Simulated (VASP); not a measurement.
Runs of VASP 6.6.1 on GaN. The structure is that of space group P6_3mc (No. 186), or close to it. The cells are those of the table. 

| cell | gap on the mesh (eV) | pressure (GPa) | largest force (eV/Å) |
| --- | --- | --- | --- |
| a = 3.180, b = 3.109, c = 5.166 Å, angles 90.0, 90.0, 120.8°, 4 atoms | 2.06 | 14.0 | 0.37 |
| a = 3.180, b = 3.085, c = 5.166 Å, angles 90.0, 90.0, 121.0°, 4 atoms | 2.08 | 16.6 | 0.55 |
| a = 3.180, b = 3.204, c = 5.166 Å, angles 90.0, 90.0, 119.8°, 4 atoms | 1.90 | (b) | 0.21 |
| a = 3.180, b = 3.156, c = 5.166 Å, angles 90.0, 90.0, 120.2°, 4 atoms | (c) | (a) | 0.13 |
| a = 3.180, b = 3.132, c = 5.166 Å, angles 90.0, 90.0, 120.5°, 4 atoms | 2.03 | 11.7 | 0.23 |

Alike in all rows: task single point; level PBE; potentials or basis VASP PAW PBE potentials, release 64 (Ga_d, N); no spin polarisation; k mesh 12 × 12 × 6; cutoff (eV) 520; smearing gaussian 0.05 eV.

Task: Estimate the missing entries.

Result: (a) 9.4; (b) 5.4; (c) 2.01.

Caveats: the stress differs along the axes, from 10 to 21 GPa (at least some runs); the stress differs along the axes, from 12 to 26 GPa (at least some runs); the stress differs along the axes, from 3 to 8 GPa (at least some runs); the cell stands under pressure (at least some runs); the stress differs along the axes, from 9 to 16 GPa (at least some runs).

A k mesh can miss the band edges, and the runs leave out spin-orbit coupling on Ga.
